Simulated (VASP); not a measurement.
WC: single point with PBE

Crystal: WC.

```xyz
2
Lattice="2.7239 0.0000 0.0000 0.0000 2.7239 0.0000 0.0000 0.0000 2.7239" Properties=species:S:1:pos:R:3 pbc="T T T"
W     1.3619    1.3619    1.3619
C     0.0000    0.0000    0.0000
```

The cell was generated, and may not be a known phase.

```yaml
Program: VASP 6.6.1
Task: single point
Functional: PBE
Potentials_or_basis: VASP PAW PBE potentials, release 64 (W_sv, C_h)
Cutoff: 1300 eV
k_mesh: 6 × 6 × 6
Occupations: gaussian, width 0.1 eV
Spin: no spin polarisation
```

```
Pressure               : 1.0 GPa
Band gap on the k mesh : zero (bands 9 and 10 overlap by 6.95 eV)
```

Levels at points of the mesh, in eV from the Fermi level:
| k point | band 7 | band 8 | band 9 | band 10 | band 11 | band 12 |
| --- | --- | --- | --- | --- | --- | --- |
| (0.00, 0.00, 0.00) | -5.54 | -0.26 | -0.26 | -0.26 | 2.50 | 2.50 |
| (0.50, 0.00, 0.00) | -4.42 | -3.73 | -3.73 | 3.02 | 4.16 | 6.64 |
| (0.50, 0.50, 0.00) | -4.81 | -4.52 | -0.40 | -0.40 | 0.91 | 2.98 |
| (0.50, 0.50, 0.50) | -8.65 | -8.46 | 5.45 | 5.45 | 7.34 | 7.34 |

Run time: 15 s on 1 thread of Intel(R) Xeon(R) Platinum 8488C (Sapphire Rapids) (shared host), peak memory 0.2 GiB.

Caveat: the k points lie up to 0.38 Å⁻¹ apart, too coarse for converged energies and pressures of a metal; spin-orbit coupling is left out, which moves the levels of the heavy elements.
